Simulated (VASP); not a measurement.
# CaO (Fm-3m) in VASP: single point with r2SCAN

Aim: the single point of CaO with r2SCAN.

Everything below comes from runs of VASP 6.6.1. Logs are shortened: lines on timing, memory, paths and dates and some standing lists are left out, and cuts for length are marked.

## (1) The cell of the first run

It takes space group Fm-3m (No. 225, cubic). Conventional cell: a = 4.831 Å, b = 4.831 Å, c = 4.831 Å, α = 90.00°, β = 90.00°, γ = 90.00°. Ca (site symmetry m-3m) has 6 O at 2.42 Å within 3.2 Å. O (site symmetry m-3m) has 6 Ca at 2.42 Å within 3.2 Å.

## (2) Single point, r2SCAN

POSCAR reads:

```
CaO
1.0
    0.0000000000      2.4154929568      2.4154929568
    2.4154929568      0.0000000000      2.4154929568
    2.4154929568      2.4154929568      0.0000000000
Ca O
1 1
Direct
    0.0000000000      0.0000000000      0.0000000000
    0.5000000000      0.5000000000      0.5000000000
```

INCAR.step1 reads:

```
SYSTEM = CaO
PREC     = Accurate       ! precision mode
ENCUT    = 910            ! plane-wave cutoff, eV
ISMEAR   = 0              ! smearing method
SIGMA    = 0.02           ! smearing width, eV
LREAL    = .False.        ! projectors in reciprocal space
LASPH    = .True.         ! aspherical terms in the spheres
NELM     = 120            ! most SCF steps
NBANDS   = 15             ! bands
GGA      = PE             ! functional
ALGO     = Normal         ! electronic algorithm
EDIFF    = 1E-5           ! SCF threshold, eV
LWAVE    = .True.         ! write WAVECAR
LCHARG   = .False.        ! write CHGCAR
GGA_COMPAT= .False.
```

INCAR.step2 reads:

```
SYSTEM = CaO
PREC     = Accurate       ! precision mode
ENCUT    = 910            ! plane-wave cutoff, eV
EDIFF    = 1E-6           ! SCF threshold, eV
ISMEAR   = 0              ! smearing method
SIGMA    = 0.02           ! smearing width, eV
LREAL    = .False.        ! projectors in reciprocal space
LASPH    = .True.         ! aspherical terms in the spheres
NELM     = 120            ! most SCF steps
ALGO     = Normal         ! electronic algorithm
ISIF     = 2              ! what is computed and relaxed
LWAVE    = .False.        ! write WAVECAR
LCHARG   = .False.        ! write CHGCAR
METAGGA  = R2SCAN         ! meta-GGA
LMIXTAU  = .True.       
NBANDS   = 15             ! bands
ISTART   = 1            
GGA_COMPAT= .False.
```

KPOINTS reads:

```
Automatic mesh
0
Gamma
  8 8 8
  0 0 0
```

Potentials or basis: VASP PAW PBE potentials, release 64 (Ca_sv, O_h).

Command:

```bash
cat potpaw_PBE.64/Ca_sv/POTCAR potpaw_PBE.64/O_h/POTCAR > POTCAR
cp INCAR.step1 INCAR
mpirun -np 1 vasp_std > vasp.out
cp INCAR.step2 INCAR
mpirun -np 1 vasp_std > vasp.out
```

OUTCAR:

```text
SYSTEM = CaO
   PREC = Accurate
   ENCUT = 910
   EDIFF = 1E-6
   ISMEAR = 0
   LREAL = .False.
   LASPH = .True.
   NELM = 120
   ISIF = 2
   METAGGA = R2SCAN
   ISTART = 1

 ion  position               nearest neighbor table
   1  0.000  0.000  0.000-
   2  0.500  0.500  0.500-

  LATTYP: Found a face centered cubic cell.
 ALAT       =     4.8309859136

  Lattice vectors:

 A1 = (   0.0000000000,   2.4154929568,   2.4154929568)
 A2 = (   2.4154929568,   0.0000000000,   2.4154929568)
 A3 = (   2.4154929568,   2.4154929568,   0.0000000000)

Analysis of symmetry for initial positions (statically):
=====================================================================
 Subroutine PRICEL returns:
 Original cell was already a primitive cell.

 Routine SETGRP: Setting up the symmetry group for a
 face centered cubic supercell.

 Subroutine GETGRP returns: Found 48 space group operations
 (whereof 48 operations were pure point group operations)
 out of a pool of 48 trial point group operations.

The static configuration has the point symmetry O_h .

Analysis of symmetry for dynamics (positions and initial velocities):
=====================================================================
 Subroutine PRICEL returns:
 Original cell was already a primitive cell.

 Routine SETGRP: Setting up the symmetry group for a
 face centered cubic supercell.

 Subroutine GETGRP returns: Found 48 space group operations
 (whereof 48 operations were pure point group operations)
 out of a pool of 48 trial point group operations.

The dynamic configuration has the point symmetry O_h .

 Subroutine INISYM returns: Found 48 space group operations
 (whereof 48 operations are pure point group operations),
 and found     1 'primitive' translations

----------------------------------------------------------------------------------------

                                     Primitive cell

  volume of cell :      28.1869

  direct lattice vectors                    reciprocal lattice vectors
     0.000000000  2.415492957  2.415492957    -0.206997085  0.206997085  0.206997085
     2.415492957  0.000000000  2.415492957     0.206997085 -0.206997085  0.206997085
     2.415492957  2.415492957  0.000000000     0.206997085  0.206997085 -0.206997085

  length of vectors
     3.416022899  3.416022899  3.416022899     0.358529468  0.358529468  0.358529468

  position of ions in fractional coordinates (direct lattice)
     0.000000000  0.000000000  0.000000000
     0.500000000  0.500000000  0.500000000

  ion indices of the primitive-cell ions
   primitive index   ion index
                 1           1
                 2           2

----------------------------------------------------------------------------------------

 KPOINTS: Automatic mesh

Automatic generation of k-mesh.
 Grid dimensions read from file:
 generate k-points for:    8    8    8

 Generating k-lattice:

  Cartesian coordinates                     Fractional coordinates (reciprocal lattice)
    -0.025874636  0.025874636  0.025874636     0.125000000  0.000000000  0.000000000
     0.025874636 -0.025874636  0.025874636     0.000000000  0.125000000  0.000000000
     0.025874636  0.025874636 -0.025874636     0.000000000  0.000000000  0.125000000

  Length of vectors
     0.044816183  0.044816183  0.044816183

  Shift w.r.t. Gamma in fractional coordinates (k-lattice)
     0.000000000  0.000000000  0.000000000

 Subroutine IBZKPT returns following result:
 ===========================================

 Found     29 irreducible k-points:

 Following reciprocal coordinates:
            Coordinates               Weight
  0.000000  0.000000  0.000000      1.000000
  0.125000  0.000000  0.000000      8.000000
  0.250000  0.000000  0.000000      8.000000
  0.375000  0.000000  0.000000      8.000000
  0.500000  0.000000  0.000000      4.000000
  0.125000  0.125000  0.000000      6.000000
[... 16 lines left out ...]
  0.500000  0.250000  0.125000     48.000000
 -0.375000  0.250000  0.125000     24.000000
 [... further k-points ...]
   k-points           NKPTS =     29   k-points in BZ     NKDIM =     29   number of bands    NBANDS=     15
   number of dos      NEDOS =    301   number of ions     NIONS =      2
   total plane-waves  NPLWV =  46656
   dimension x,y,z NGX =    36 NGY =   36 NGZ =   36
   dimension x,y,z NGXF=    72 NGYF=   72 NGZF=   72
   ions per type =               1   1
   NGX,Y,Z   is equivalent  to a cutoff of  17.52, 17.52, 17.52 a.u.
   NGXF,Y,Z  is equivalent  to a cutoff of  35.04, 35.04, 35.04 a.u.
 SYSTEM =  CaO
   PREC   = accura    normal or accurate (medium, high low for compatibility)
   ISTART =      1    job   : 0-new  1-cont  2-samecut
   ICHARG =      0    charge: 1-file 2-atom 10-const
   ISPIN  =      1    spin polarized calculation?
   LNONCOLLINEAR =      F non collinear calculations
   LSORBIT =      F    spin-orbit coupling
   LASPH  =      T    aspherical Exc in radial PAW
   ENCUT  =  910.0 eV  66.88 Ry    8.18 a.u.   8.40  8.40  8.40*2*pi/ulx,y,z
   NELM   =    120;   NELMIN=  2; NELMDL=  0     # of ELM steps
   EDIFF  = 0.1E-05   stopping-criterion for ELM
   LREAL  =      F    real-space projection
   EDIFFG = 0.1E-04   stopping-criterion for IOM
   NSW    =      0    number of steps for IOM
   IBRION =     -1    ionic relax: 0-MD 1-quasi-New 2-CG
   NFREE  =      0    steps in history (QN), initial steepest desc. (CG)
   ISIF   =      2    stress and relaxation
   ISYM   =      2    0-nonsym 1-usesym 2-fastsym
   POTIM  = 0.5000    time-step for ionic-motion
   TEBEG  =    0.0;   TEEND  =   0.0 temperature during run
   PSTRESS=    0.0 pullay stress
   NELECT =      16.0000    total number of electrons
   NUPDOWN=      -1.0000    fix difference up-down
   EMIN   =  10.00;   EMAX   =-10.00  energy-range for DOS
   EFERMI =   0.00;   METHOD = LEGACY
   ISMEAR =     0;   SIGMA  =   0.02  broadening in eV -4-tet -1-fermi 0-gaus
   EFERMI_NEDOS =   21; number of points for ismear=-14 and -15
   IALGO  =     38    algorithm
   IMIX   =      4    mixing-type and parameters
     AMIX     =   0.40;   BMIX     =  1.00
     AMIX_MAG =   1.60;   BMIX_MAG =  1.00
  volume/ion in A,a.u.               =      14.09        95.11
  Fermi-wavevector in a.u.,A,eV,Ry     =   1.355499  2.561521 24.999022  1.837376
  Thomas-Fermi vector in A             =   2.482581
   LORBIT       =      0    0 simple, 1 ext, 2 COOP (PROOUT), +10 PAW based schemes
   METAGGA = R2SCAN    functional components
   LHFCALC =     F    Hartree Fock is set to
   AEXX    =    0.0000 exact exchange contribution
   IVDW    =     0    specifies the selected vdW correction
   LEPSILON=     F    determine dielectric tensor
   LRPA    =     F    only Hartree local field effects (RPA)
 non-spin polarized calculation
 Gauss-broadening in eV      SIGMA  =   0.02
  energy-cutoff  :      910.00
  volume of cell :       28.19
 maximum number of plane-waves:      1807
 NGX is ok and might be reduce to    36
   NGX = 17   NGY = 17   NGZ = 17

 number of electron      15.9999998 magnetization

 Free energy of the ion-electron system (eV)
  ---------------------------------------------------
  ext. energy  EPLUGINS =         0.00000000
  ---------------------------------------------------
  free energy    TOTEN  =       -19.46288973 eV

  energy without entropy =      -19.46288973  energy(sigma->0) =      -19.46288973

 E-fermi :   2.3785     XC(G=0): -10.9963

 val. band max:        2.2004078013   @ k =   0.0000   0.0000   0.0000
 cond. band min:       6.3968757375   @ k =   0.5000   0.5000   0.0000
 fundamental gap:      4.1964679362
 Fermi energy:         2.3785440566

 k-point     1 :       0.0000    0.0000    0.0000
  band No.  band energies     occupation
      1     -36.9199      2.00000
      2     -16.8223      2.00000
      3     -16.8223      2.00000
      4     -16.8223      2.00000
      5     -14.2457      2.00000
      6       2.2004      2.00000
      7       2.2004      2.00000
      8       2.2004      2.00000
      9       7.4998      0.00000
     10       9.0182      0.00000
     11       9.0182      0.00000
     12       9.0182      0.00000
     13      10.5883      0.00000
     14      10.5883      0.00000
     15      17.8757      0.00000

 k-point     2 :       0.1250    0.0000    0.0000
  band No.  band energies     occupation
      1     -36.9062      2.00000
      2     -17.0431      2.00000
      3     -16.8295      2.00000
      4     -16.8295      2.00000
      5     -14.0148      2.00000
      6       1.6920      2.00000
      7       1.9993      2.00000
      8       1.9993      2.00000
      9       8.1768      0.00000
     10       8.9715      0.00000
     11       9.2837      0.00000
     12       9.2837      0.00000
     13      10.9510      0.00000
     14      10.9510      0.00000
     15      18.4579      0.00000

 k-point     3 :       0.2500    0.0000    0.0000
  band No.  band energies     occupation
      1     -36.8728      2.00000
      2     -17.4743      2.00000
      3     -16.8467      2.00000
      4     -16.8467      2.00000
      5     -13.5580      2.00000
      6       0.7187      2.00000
      7       1.5637      2.00000
      8       1.5637      2.00000
      9       9.0342      0.00000
     10       9.6458      0.00000
     11       9.9811      0.00000
     12       9.9811      0.00000
     13      11.8296      0.00000
     14      11.8296      0.00000
     15      18.7940      0.00000
[... 343 lines left out ...]
 k-point    23 :       0.5000    0.2500    0.1250
  band No.  band energies     occupation
      1     -36.8219      2.00000
      2     -17.6595      2.00000
      3     -17.0317      2.00000
      4     -16.9153      2.00000
      5     -13.3753      2.00000
      6       0.2495      2.00000
      7       1.1594      2.00000
      8       1.3811      2.00000
      9       8.6440      0.00000
     10      10.2874      0.00000
     11      11.2702      0.00000
     12      11.3878      0.00000
     13      12.7612      0.00000
     14      13.9757      0.00000
     15      17.7809      0.00000

 k-point    24 :      -0.3750    0.2500    0.1250
  band No.  band energies     occupation
      1     -36.8109      2.00000
      2     -17.7202      2.00000
      3     -17.0451      2.00000
      4     -16.9397      2.00000
      5     -13.3205      2.00000
      6       0.2009      2.00000
      7       1.0982      2.00000
      8       1.1710      2.00000
      9       9.5201      0.00000
     10       9.6086      0.00000
     11      11.5624      0.00000
     12      11.7545      0.00000
     13      13.0528      0.00000
     14      14.7818      0.00000
     15      16.8695      0.00000

 [... further k-points ...]
[... 5 lines left out ...]
  --------------------------------------------------------------------------------------
  -------------------------------------------------------------------------------------
  Total       -0.2967881     -0.2967881     -0.2967881      0.0000000      0.0000000     -0.0000000
  in kB      -16.8697906    -16.8697906    -16.8697906      0.0000000      0.0000000     -0.0000000
  external PRESSURE =     -16.8697906 kB  Pullay stress =       0.0000000 kB

 VOLUME and BASIS-vectors are now :
 -----------------------------------------------------------------------------
  energy-cutoff  :      910.00
  volume of cell :       28.19
      direct lattice vectors                 reciprocal lattice vectors
     0.000000000  2.415492957  2.415492957    -0.206997085  0.206997085  0.206997085
     2.415492957  0.000000000  2.415492957     0.206997085 -0.206997085  0.206997085
     2.415492957  2.415492957  0.000000000     0.206997085  0.206997085 -0.206997085

 POSITION                                       TOTAL-FORCE (eV/Angst)
 -----------------------------------------------------------------------------------
      0.00000      0.00000      0.00000         0.000000     -0.000000      0.000000
      2.41549      2.41549      2.41549         0.000000      0.000000     -0.000000
 -----------------------------------------------------------------------------------
    total drift:                                0.000000      0.000000      0.000000

  FREE ENERGIE OF THE ION-ELECTRON SYSTEM (eV)
  ---------------------------------------------------
  free  energy   TOTEN  =       -19.4628897272 eV

  energy  without entropy=      -19.4628897272  energy(sigma->0) =      -19.46288973
```

Wall time 4.1 min (1 thread of AMD EPYC 7R43 (Zen 3), shared host); peak memory 0.19 GiB.

Results:

```yaml
Free_energy: -19.4629 eV
Pressure: -1.7 GPa
Band_gap_on_the_k_mesh: 4.20 eV (least direct gap 4.57 eV)
```

Levels at points of the mesh, in eV from the valence-band top:
```
           k point  band 6  band 7  band 8  band 9  band 10  band 11
(0.00, 0.00, 0.00)    0.00    0.00    0.00    5.30     6.82     6.82
(0.50, 0.00, 0.00)   -2.57   -1.17   -1.17    7.62     8.96     8.96
(0.50, 0.50, 0.00)   -1.30   -0.38   -0.38    4.20     8.65     9.55
```

Caveat: the cutoff is under 1.25 times the usual one of these potentials, so pressure, stress and relaxed cells hold a basis-set (Pulay) error; the PAW data sets were made with another functional, which shifts forces and pressure a little. A k mesh can miss the band edges.
